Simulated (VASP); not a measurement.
Set up this calculation in VASP 6.6.1, as the native input.

```yaml
Task: single point
Functional: PBE
Potentials_or_basis: VASP PAW PBE potentials, release 64 (La, Zr_sv, O)
Cutoff: 520 eV
k_mesh: 6 × 6 × 4
Occupations: gaussian, width 0.1 eV
Spin: no spin polarisation
Dipole_correction: no
Further_INCAR_settings: ALGO = Normal; EDIFF = 1e-06; NBANDS = 41
```

The structure of La2Zr3O lies in POSCAR:

```
La2Zr3O
1.0
    5.4547391423      0.0000000000      0.0000000000
   -2.7273695711      4.7239426683      0.0000000000
    0.0000000000      0.0000000000      6.2253988624
La Zr O
2 3 1
Direct
    0.3333333333      0.6666666667      0.0000000000
    0.6666666667      0.3333333333      0.0000000000
    0.5000000000      0.0000000000      0.5000000000
    0.5000000000      0.5000000000      0.5000000000
    0.0000000000      0.5000000000      0.5000000000
    0.0000000000      0.0000000000      0.0000000000
```

One way to write it, as run:

INCAR

```
  ALGO = Normal
  EDIFF = 1E-6
  ENCUT = 520
  GGA = PE
  ISIF = 2
  ISMEAR = 0
  LASPH = True
  LCHARG = True
  LELF = True
  LREAL = False
  LVHAR = True
  LWAVE = False
  NBANDS = 41
  NELM = 80
  PREC = Accurate
  SIGMA = 0.1
```

KPOINTS

```
k-points
0
Gamma
  6 6 4
```

Potentials or basis: VASP PAW PBE potentials, release 64 (La, Zr_sv, O).

Command:

```console
$ cat potpaw_PBE.64/La/POTCAR potpaw_PBE.64/Zr_sv/POTCAR potpaw_PBE.64/O/POTCAR > POTCAR
$ mpirun -np 1 vasp_std > vasp.out
```

It gave:

| Item | Value |
| --- | --- |
| Pressure | 0.3 GPa |
| Band gap on the k mesh | zero (band 32 reaches 7.31 eV, above the bottom of band 33 at 6.75 eV) |

Caveat: spin-orbit coupling is left out, which moves the levels of the heavy elements.

Run time: 110 s on 1 thread of AMD EPYC 9R45 96-Core Processor (Zen 5) (shared host), peak memory 0.33 GiB.
